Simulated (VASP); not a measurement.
A run of VASP 6.6.1 is set up as follows.

Contents of INCAR:

```
PREC = Accurate
ENCUT = 520
EDIFF = 1E-7
ISMEAR = -1
SIGMA = 0.05
LREAL = F
LASPH = T
NELM = 60
ALGO = Normal
ISIF = 2
LWAVE = F
LCHARG = F
GGA = PS
NBANDS = 35
```

File KPOINTS:

```
Automatic mesh
0
Gamma
  9 9 2
```

POSCAR

```
Te2Mo
1.0
    3.5182000000      0.0000000000      0.0000000000
   -1.7591000000      3.0468505756      0.0000000000
    0.0000000000      0.0000000000     13.9736000000
Te Mo
4 2
Direct
    0.6822110000      0.3500440000      0.3794080000
    0.3326170000      0.6686400000      0.8801280000
    0.6757690000      0.3414140000      0.1238430000
    0.3448300000      0.6749580000      0.6230410000
    0.6528290000      0.3186500000      0.7488880000
    0.3194740000      0.6567010000      0.2524740000
```

Potentials or basis: VASP PAW PBE potentials, release 64 (Te, Mo_sv).

Command:

```bash
$ cat potpaw_PBE.64/Te/POTCAR potpaw_PBE.64/Mo_sv/POTCAR > POTCAR
$ mpirun -np 1 vasp_std > vasp.out
```

(1) What does it give for the largest force?

(2) What does it give for the band gap on the k mesh?

(3) What does it give for the pressure?

Results:

(1) 1.311 eV/Å.

(2) 0.72 eV (least direct gap 1.01 eV).

(3) 0.0 GPa.

Caveat: the cell differs from its parent crystal (atoms moved at random); the PAW data sets were made with another functional, which shifts forces and pressure a little; spin-orbit coupling is left out, which moves the levels of the heavy elements; an odd mesh through Γ misses points on the zone boundary, where band edges can lie.
